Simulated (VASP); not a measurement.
# SrO (P6_3/mmc) in VASP: a series of runs

SrO is run at these levels: PBEsol, LDA, PBE; tasks: relaxation of cell and atoms, single point.

Everything below comes from runs of VASP 6.6.1. Logs are shortened: lines on timing, memory, paths and dates and some standing lists are left out, and cuts for length are marked.

## Step 1: The cell of the first run

The structure is hexagonal, space group P6_3/mmc (No. 194). The conventional cell has a = 3.577 Å, b = 3.577 Å, c = 6.243 Å, α = 90.00°, β = 90.00°, γ = 120.00°. Within 3.4 Å of Sr (site symmetry -6m2) lie 6 O at 2.59 Å. Within 3.4 Å of O (site symmetry -3m) lie 6 Sr at 2.59 Å and 2 O at 3.12 Å.

## Step 2: Relaxation of cell and atoms, PBEsol

File INCAR:

```
ALGO = Normal
EDIFF = 1E-6
EDIFFG = -0.005
ENCUT = 600
GGA = PS
IBRION = 2
ISIF = 3
ISMEAR = -1
LASPH = T
LCHARG = F
LREAL = F
LWAVE = F
NELM = 100
NSW = 80
PREC = Accurate
SIGMA = 0.02
```

File KPOINTS:

```
k-points
0
Gamma
  12 12 4
```

File POSCAR:

```
SrO
1.0
    3.5767947462      0.0000000000      0.0000000000
   -1.7883973731      3.0975951144      0.0000000000
    0.0000000000      0.0000000000      6.2429650184
Sr O
2 2
Direct
    0.3333333333      0.6666666667      0.2500000000
    0.6666666667      0.3333333333      0.7500000000
    0.0000000000      0.0000000000      0.0000000000
    0.0000000000      0.0000000000      0.5000000000
```

Potentials or basis: VASP PAW PBE potentials, release 64 (Sr_sv, O).

On the command line:

```bash
> cat potpaw_PBE.64/Sr_sv/POTCAR potpaw_PBE.64/O/POTCAR > POTCAR
> mpirun -np 1 vasp_std > vasp.out
```

OUTCAR:

```text
EDIFF = 1E-6
   EDIFFG = -0.005
   ENCUT = 600
   GGA = PS
   IBRION = 2
   ISIF = 3
   ISMEAR = -1
   LASPH = T
   LREAL = F
   NELM = 100
   NSW = 80
   PREC = Accurate

 ion  position               nearest neighbor table
   1  0.333  0.667  0.250-   3 2.59   4 2.59   3 2.59   4 2.59   3 2.59   4 2.59   2 3.74   2 3.74
                             2 3.74   2 3.74   2 3.74   2 3.74
   2  0.667  0.333  0.750-   3 2.59   4 2.59   3 2.59   4 2.59   3 2.59   4 2.59   1 3.74   1 3.74
                             1 3.74   1 3.74   1 3.74   1 3.74
   3  0.000  0.000  0.000-   1 2.59   2 2.59   2 2.59   1 2.59   2 2.59   1 2.59
   4  0.000  0.000  0.500-   1 2.59   2 2.59   2 2.59   1 2.59   2 2.59   1 2.59

  LATTYP: Found a hexagonal cell.
 ALAT       =     3.5767947462
 C/A-ratio  =     1.7454076796

  Lattice vectors:

 A1 = (   3.5767947462,   0.0000000000,   0.0000000000)
 A2 = (  -1.7883973731,   3.0975951144,   0.0000000000)
 A3 = (   0.0000000000,   0.0000000000,   6.2429650184)

Analysis of symmetry for initial positions (statically):
=====================================================================
 Subroutine PRICEL returns:
 Original cell was already a primitive cell.

 Routine SETGRP: Setting up the symmetry group for a
 hexagonal supercell.

 Subroutine GETGRP returns: Found 24 space group operations
 (whereof 12 operations were pure point group operations)
 out of a pool of 24 trial point group operations.

The static configuration has the point symmetry D_3d.
 The point group associated with its full space group is D_6h.

Analysis of symmetry for dynamics (positions and initial velocities):
=====================================================================
 Subroutine PRICEL returns:
 Original cell was already a primitive cell.

 Routine SETGRP: Setting up the symmetry group for a
 hexagonal supercell.

 Subroutine GETGRP returns: Found 24 space group operations
 (whereof 12 operations were pure point group operations)
 out of a pool of 24 trial point group operations.

The dynamic configuration has the point symmetry D_3d.
 The point group associated with its full space group is D_6h.

 Subroutine INISYM returns: Found 24 space group operations
 (whereof 12 operations are pure point group operations),
 and found     1 'primitive' translations

----------------------------------------------------------------------------------------

                                     Primitive cell

  volume of cell :      69.1687

  direct lattice vectors                    reciprocal lattice vectors
     3.576794746  0.000000000  0.000000000     0.279579923  0.161415544  0.000000000
    -1.788397373  3.097595114  0.000000000     0.000000000  0.322831088  0.000000000
     0.000000000  0.000000000  6.242965018     0.000000000  0.000000000  0.160180298

  length of vectors
     3.576794746  3.576794746  6.242965018     0.322831088  0.322831088  0.160180298

  position of ions in fractional coordinates (direct lattice)
     0.333333333  0.666666667  0.250000000
     0.666666667  0.333333333  0.750000000
     0.000000000  0.000000000  0.000000000
     0.000000000  0.000000000  0.500000000

  ion indices of the primitive-cell ions
   primitive index   ion index
                 1           1
                 2           2
                 3           3
                 4           4

----------------------------------------------------------------------------------------

 KPOINTS: k-points

Automatic generation of k-mesh.
 Grid dimensions read from file:
 generate k-points for:   12   12    4

 Generating k-lattice:

  Cartesian coordinates                     Fractional coordinates (reciprocal lattice)
     0.023298327  0.013451295  0.000000000     0.083333333 -0.000000000  0.000000000
     0.000000000  0.026902591  0.000000000     0.000000000  0.083333333  0.000000000
     0.000000000  0.000000000  0.040045075     0.000000000  0.000000000  0.250000000

  Length of vectors
     0.026902591  0.026902591  0.040045075

  Shift w.r.t. Gamma in fractional coordinates (k-lattice)
     0.000000000  0.000000000  0.000000000

 Subroutine IBZKPT returns following result:
 ===========================================

 Found     57 irreducible k-points:

 Following reciprocal coordinates:
            Coordinates               Weight
  0.000000  0.000000  0.000000      1.000000
  0.083333  0.000000  0.000000      6.000000
  0.166667  0.000000  0.000000      6.000000
  0.250000  0.000000  0.000000      6.000000
  0.333333  0.000000  0.000000      6.000000
  0.416667  0.000000  0.000000      6.000000
[... 16 lines left out ...]
  0.250000  0.000000  0.250000     12.000000
  0.333333  0.000000  0.250000     12.000000
 [... further k-points ...]
   k-points           NKPTS =     57   k-points in BZ     NKDIM =     57   number of bands    NBANDS=     20
   number of dos      NEDOS =    301   number of ions     NIONS =      4
   total plane-waves  NPLWV =  45000
   dimension x,y,z NGX =    30 NGY =   30 NGZ =   50
   dimension x,y,z NGXF=    60 NGYF=   60 NGZF=  100
   ions per type =               2   2
   NGX,Y,Z   is equivalent  to a cutoff of  13.94, 13.94, 13.31 a.u.
   NGXF,Y,Z  is equivalent  to a cutoff of  27.89, 27.89, 26.63 a.u.
 SYSTEM =  unknown system
   PREC   = accura    normal or accurate (medium, high low for compatibility)
   ISTART =      0    job   : 0-new  1-cont  2-samecut
   ICHARG =      2    charge: 1-file 2-atom 10-const
   ISPIN  =      1    spin polarized calculation?
   LNONCOLLINEAR =      F non collinear calculations
   LSORBIT =      F    spin-orbit coupling
   LASPH  =      T    aspherical Exc in radial PAW
   ENCUT  =  600.0 eV  44.10 Ry    6.64 a.u.   7.14  7.14 12.47*2*pi/ulx,y,z
   NELM   =    100;   NELMIN=  2; NELMDL= -5     # of ELM steps
   EDIFF  = 0.1E-05   stopping-criterion for ELM
   LREAL  =      F    real-space projection
   EDIFFG = -.5E-02   stopping-criterion for IOM
   NSW    =     80    number of steps for IOM
   IBRION =      2    ionic relax: 0-MD 1-quasi-New 2-CG
   NFREE  =      1    steps in history (QN), initial steepest desc. (CG)
   ISIF   =      3    stress and relaxation
   ISYM   =      2    0-nonsym 1-usesym 2-fastsym
   POTIM  = 0.5000    time-step for ionic-motion
   TEBEG  =    0.0;   TEEND  =   0.0 temperature during run
   PSTRESS=    0.0 pullay stress
   NELECT =      32.0000    total number of electrons
   NUPDOWN=      -1.0000    fix difference up-down
   EMIN   =  10.00;   EMAX   =-10.00  energy-range for DOS
   EFERMI =   0.00;   METHOD = LEGACY
   ISMEAR =    -1;   SIGMA  =   0.02  broadening in eV -4-tet -1-fermi 0-gaus
   EFERMI_NEDOS =   21; number of points for ismear=-14 and -15
   IALGO  =     38    algorithm
   IMIX   =      4    mixing-type and parameters
     AMIX     =   0.40;   BMIX     =  1.00
     AMIX_MAG =   1.60;   BMIX_MAG =  1.00
  volume/ion in A,a.u.               =      17.29       116.69
  Fermi-wavevector in a.u.,A,eV,Ry     =   1.266159  2.392694 21.812303  1.603159
  Thomas-Fermi vector in A             =   2.399375
   LORBIT       =      0    0 simple, 1 ext, 2 COOP (PROOUT), +10 PAW based schemes
   GGA     = PS    functional components
   LHFCALC =     F    Hartree Fock is set to
   AEXX    =    0.0000 exact exchange contribution
   IVDW    =     0    specifies the selected vdW correction
   LEPSILON=     F    determine dielectric tensor
   LRPA    =     F    only Hartree local field effects (RPA)
 conjugate gradient relaxation of ions
 non-spin polarized calculation
  energy-cutoff  :      600.00
  volume of cell :       69.17
 maximum number of plane-waves:      2336
 NGX is ok and might be reduce to    30
   NGX = 15   NGY = 15   NGZ = 25

--------------------------------------- Ionic step        1  -------------------------------------------

 number of electron      32.0000001 magnetization

 Free energy of the ion-electron system (eV)
  ---------------------------------------------------
  ext. energy  EPLUGINS =         0.00000000
  ---------------------------------------------------
  free energy    TOTEN  =       -24.93254737 eV

  energy without entropy =      -24.93254737  energy(sigma->0) =      -24.93254737

------------------------ aborting loop because EDIFF is reached ----------------------------------------

  FORCE on cell =-STRESS in cart. coord.  units (eV):
  Direction    XX          YY          ZZ          XY          YZ          ZX
  --------------------------------------------------------------------------------------
  -------------------------------------------------------------------------------------
  Total       -1.3378976     -1.3378976     -1.5007470      0.0000000     -0.0000000      0.0000000
  in kB      -30.9901643    -30.9901643    -34.7622991      0.0000000     -0.0000000      0.0000000
  external PRESSURE =     -32.2475426 kB  Pullay stress =       0.0000000 kB

 VOLUME and BASIS-vectors are now :
 -----------------------------------------------------------------------------
  energy-cutoff  :      600.00
  volume of cell :       69.17
      direct lattice vectors                 reciprocal lattice vectors
     3.576794746  0.000000000  0.000000000     0.279579923  0.161415544  0.000000000
    -1.788397373  3.097595114  0.000000000     0.000000000  0.322831088  0.000000000
     0.000000000  0.000000000  6.242965018     0.000000000  0.000000000  0.160180298
[... 191 lines left out ...]
 POSITION                                       TOTAL-FORCE (eV/Angst)
 -----------------------------------------------------------------------------------
     -0.00000      2.03814      1.54192        -0.000000     -0.000000      0.000000
      1.76508      1.01907      4.62576        -0.000000      0.000000      0.000000
      0.00000      0.00000      0.00000         0.000000     -0.000000      0.000000
     -0.00000     -0.00000      3.08384         0.000000     -0.000000      0.000000
 -----------------------------------------------------------------------------------
    total drift:                               -0.000000      0.000000     -0.000000

  FREE ENERGIE OF THE ION-ELECTRON SYSTEM (eV)
  ---------------------------------------------------
  free  energy   TOTEN  =       -24.9602466122 eV

  energy  without entropy=      -24.9602466122  energy(sigma->0) =      -24.96024661

--------------------------------------- Ionic step        7  -------------------------------------------

 number of electron      32.0000003 magnetization

 Free energy of the ion-electron system (eV)
  ---------------------------------------------------
  ext. energy  EPLUGINS =         0.00000000
  ---------------------------------------------------
  free energy    TOTEN  =       -24.96025522 eV

  energy without entropy =      -24.96025522  energy(sigma->0) =      -24.96025522

 E-fermi :   2.5447     XC(G=0): -10.3731

 val. band max:        2.1580387285   @ k =   0.0000   0.0000   0.0000
 cond. band min:       5.1145295423   @ k =   0.5000   0.0000   0.0000
 fundamental gap:      2.9564908138
 Fermi energy:         2.5447047661

 k-point     1 :       0.0000    0.0000    0.0000
  band No.  band energies     occupation
      1     -30.6232      2.00000
      2     -30.5001      2.00000
      3     -14.9492      2.00000
      4     -13.3559      2.00000
      5     -12.2860      2.00000
      6     -12.2860      2.00000
[... 12 lines left out ...]
     19       7.2295      0.00000
     20       8.3362      0.00000
[... 507 lines left out ...]
 k-point    24 :       0.3333    0.0000    0.2500
  band No.  band energies     occupation
      1     -30.4916      2.00000
      2     -30.4438      2.00000
      3     -14.5366      2.00000
      4     -14.2143      2.00000
      5     -12.8964      2.00000
      6     -12.5092      2.00000
[... 12 lines left out ...]
     19       8.3807      0.00000
     20       9.1980      0.00000

 [... further k-points ...]
[... 5 lines left out ...]
  --------------------------------------------------------------------------------------
  -------------------------------------------------------------------------------------
  Total        0.0142097      0.0142097      0.0051396      0.0000000      0.0000000      0.0000000
  in kB        0.3423885      0.3423885      0.1238396      0.0000000      0.0000000      0.0000000
  external PRESSURE =       0.2695389 kB  Pullay stress =       0.0000000 kB

 VOLUME and BASIS-vectors are now :
 -----------------------------------------------------------------------------
  energy-cutoff  :      600.00
  volume of cell :       66.49
      direct lattice vectors                 reciprocal lattice vectors
     3.528819495  0.000000000  0.000000000     0.283380887  0.163610032  0.000000000
    -1.764409747  3.056047328 -0.000000000     0.000000000  0.327220063  0.000000000
    -0.000000000 -0.000000000  6.165763326     0.000000000  0.000000000  0.162185920

 POSITION                                       TOTAL-FORCE (eV/Angst)
 -----------------------------------------------------------------------------------
     -0.00000      2.03736      1.54144         0.000000     -0.000000      0.000000
      1.76441      1.01868      4.62432        -0.000000      0.000000      0.000000
     -1.76441      3.05605      6.16576        -0.000000      0.000000      0.000000
     -1.76441      3.05605      3.08288         0.000000      0.000000      0.000000
 -----------------------------------------------------------------------------------
    total drift:                               -0.000000      0.000000     -0.000000

  FREE ENERGIE OF THE ION-ELECTRON SYSTEM (eV)
  ---------------------------------------------------
  free  energy   TOTEN  =       -24.9602552150 eV

  energy  without entropy=      -24.9602552150  energy(sigma->0) =      -24.96025522

 reached required accuracy - stopping structural energy minimisation
```

Run time: 11 min. Hardware: 1 thread of Intel Xeon 8259CL, shared host; peak memory 0.27 GiB.

Results:

```
Free energy                           : -24.9603 eV
Relaxed volume                        : 16.62 Å³/atom
Relaxed cell                          : a = 3.529 Å, b = 3.529 Å, c = 6.166 Å, α = 90.00°, β = 90.00°, γ = 120.00°
Space group after relaxing (to 0.1 Å) : P6_3/mmc (No. 194)
Energy gained by relaxing             : 6.9 meV/atom
Ionic steps                           : 7
Pressure after relaxing               : 0.0 GPa
Band gap on the k mesh                : 2.96 eV (least direct gap 3.05 eV)
```

Step by step:
```
step  energy change (eV)  largest force (eV/Å)  pressure (GPa)  volume (Å³)
   1              0.0000                0.0000           -3.22        69.17
   2             -0.0248                0.0000            1.14        65.74
   3             -0.0276                0.0000            0.00        66.54
   4             -0.0275                0.0000           -0.05        66.59
   5             -0.0277                0.0000           -0.07        66.57
   6             -0.0277                0.0000           -0.07        66.56
   7             -0.0277                0.0000            0.03        66.49
```

Final structure:
```
Sr O
1.0
     3.52882    0.00000    0.00000
    -1.76441    3.05605    0.00000
     0.00000    0.00000    6.16576
Sr O
2 2
Direct
  0.33333 0.66667 0.25000
  0.66667 0.33333 0.75000
  0.00000 0.00000 0.00000
  0.00000 0.00000 0.50000
```

Caveat: the PAW data sets were made with another functional, which shifts forces and pressure a little.

## Step 3: Relaxation of cell and atoms, LDA

File INCAR:

```
SYSTEM = SrO
PREC = Accurate ; ENCUT = 600
EDIFF = 1E-6 ; ISMEAR = -1
SIGMA = 0.02 ; LREAL = .False.
LASPH = .True. ; NELM = 100
ALGO = Normal ; ISIF = 3
LWAVE = .False. ; LCHARG = .False.
IBRION = 2 ; NSW = 80
EDIFFG = -0.005
```

File KPOINTS:

```
Automatic mesh
0
Gamma
  12 12 4
  0 0 0
```

POSCAR is that of step 2.

Potentials or basis: VASP PAW LDA potentials, release 64 (Sr_sv, O).

On the command line:

```bash
> cat potpaw_LDA.64/Sr_sv/POTCAR potpaw_LDA.64/O/POTCAR > POTCAR
> mpirun -np 1 vasp_std > vasp.out
```

Wall time 13 min (1 thread of Intel Xeon 8259CL, shared host); peak memory 0.25 GiB.

It converged, with:

* Free energy: -26.4801 eV
* Relaxed volume: 16.05 Å³/atom
* Relaxed cell: a = 3.487 Å, b = 3.487 Å, c = 6.098 Å, α = 90.00°, β = 90.00°, γ = 120.00°
* Space group after relaxing (to 0.1 Å): P6_3/mmc (No. 194)
* Energy gained by relaxing: 26.3 meV/atom
* Ionic steps: 8
* Pressure after relaxing: 0.0 GPa
* Band gap on the k mesh: 2.89 eV (least direct gap 3.15 eV)

Step by step:
```
step  energy change (eV)  largest force (eV/Å)  pressure (GPa)  volume (Å³)
   1              0.0000                0.0000           -6.35        69.17
   2             -0.0890                0.0000            2.91        62.53
   3             -0.1044                0.0000           -0.03        64.25
   4             -0.1044                0.0000            0.13        64.15
   5             -0.1050                0.0000            0.16        64.11
   6             -0.1050                0.0000            0.16        64.10
   7             -0.1050                0.0000           -0.07        64.24
   8             -0.1050                0.0000           -0.03        64.20
```

Final structure:
```
Sr O
1.0
     3.48660    0.00000    0.00000
    -1.74330    3.01948    0.00000
     0.00000    0.00000    6.09834
Sr O
2 2
Direct
  0.33333 0.66667 0.25000
  0.66667 0.33333 0.75000
  0.00000 0.00000 0.00000
  0.00000 0.00000 0.50000
```

Levels at points of the mesh, in eV from the valence-band top:
```csv
k point,band 12,band 13,band 14,band 15,band 16,band 17,band 18,band 19,band 20
"(0.00, 0.00, 0.00)",-1.14,-1.14,-0.88,-0.88,0.00,3.21,5.00,5.04,6.20
"(0.50, 0.00, 0.00)",-1.61,-1.58,-1.38,-0.54,-0.26,2.89,5.78,6.07,8.39
"(0.00, 0.00, 0.50)",-1.75,-1.05,-1.05,-1.05,-1.05,4.78,4.78,6.06,6.06
"(0.50, 0.00, 0.50)",-1.84,-1.38,-1.38,-1.08,-1.08,4.26,4.26,6.87,6.87
```

A k mesh can miss the band edges.

## Step 4: Single point, PBE, non-collinear spin, zero start, spin-orbit coupling

This run uses another cell than the first one, of 16.91 Å³/atom.

File INCAR:

```
ALGO = Normal
EDIFF = 1E-7
ENCUT = 520
GGA = PE
GGA_COMPAT = False
ISIF = 2
ISMEAR = 0
LASPH = True
LCHARG = False
LORBIT = 11
LORBMOM = True
LREAL = False
LSORBIT = True
LWAVE = False
MAGMOM = 0 0 0 0 0 0 0 0 0 0 0 0
NBANDS = 46
NELM = 150
PREC = Accurate
SIGMA = 0.01
```

File KPOINTS:

```
k-points
0
Gamma
  12 12 4
```

File POSCAR:

```
SrO
1.0
    3.5471277535      0.0000000000      0.0000000000
   -1.7735638768      3.0719027450      0.0000000000
    0.0000000000      0.0000000000      6.2083420173
Sr O
2 2
Direct
    0.3333333333      0.6666666667      0.2500000000
    0.6666666667      0.3333333333      0.7500000000
    0.0000000000      0.0000000000      0.0000000000
    0.0000000000      0.0000000000      0.5000000000
```

Potentials or basis: VASP PAW PBE potentials, release 64 (Sr_sv, O).

On the command line:

```bash
> cat potpaw_PBE.64/Sr_sv/POTCAR potpaw_PBE.64/O/POTCAR > POTCAR
> mpirun -np 1 vasp_ncl > vasp.out
```

Run time: 4.9 min. Hardware: 1 thread of AMD EPYC 9R45 (Zen 5), shared host; peak memory 0.45 GiB.

Results (log left out):

* Free energy: -23.9075 eV
* Pressure: 2.5 GPa
* Net moment: 0.00 μB per cell
* Valence electrons inside the program's atomic spheres: Sr 8.11; O 4.97

Stress tensor (GPa, compression positive):
```
2.53 0.00 0.00
0.00 2.53 0.00
0.00 0.00 2.31
```

Moments on the atoms (μB; x, y, z):
```
Sr  0.00 0.00 0.00
Sr  0.00 0.00 0.00
O   0.00 0.00 0.00
O   0.00 0.00 0.00
```

## Step 5: The runs side by side

| task | level | potentials or basis | spin | cell | cutoff (eV) | smearing | gap on the mesh (eV) | pressure (GPa) | relaxed volume (Å³/atom) |
| --- | --- | --- | --- | --- | --- | --- | --- | --- | --- |
| relaxation of cell and atoms | PBEsol | VASP PAW PBE potentials, release 64 (Sr_sv, O) | off | relaxed from a = 3.577, b = 3.577, c = 6.243 Å, angles 90.0, 90.0, 120.0°, 4 atoms | 600 | fermi-dirac 0.02 eV | 2.96 | 0.0 | 16.62 |
| relaxation of cell and atoms | LDA | VASP PAW LDA potentials, release 64 (Sr_sv, O) | off | relaxed from a = 3.577, b = 3.577, c = 6.243 Å, angles 90.0, 90.0, 120.0°, 4 atoms | 600 | fermi-dirac 0.02 eV | 2.89 | 0.0 | 16.05 |
| single point | PBE | VASP PAW PBE potentials, release 64 (Sr_sv, O) | non-collinear, zero start, SOC | a = 3.547, b = 3.547, c = 6.208 Å, angles 90.0, 90.0, 120.0°, 4 atoms | 520 | gaussian 0.01 eV | - | 2.5 | - |

Alike in all rows: k mesh 12 × 12 × 4.

Caveats: the PAW data sets were made with another functional, which shifts forces and pressure a little (at least some runs).

Absolute energies hang on the potentials; compare differences alone.
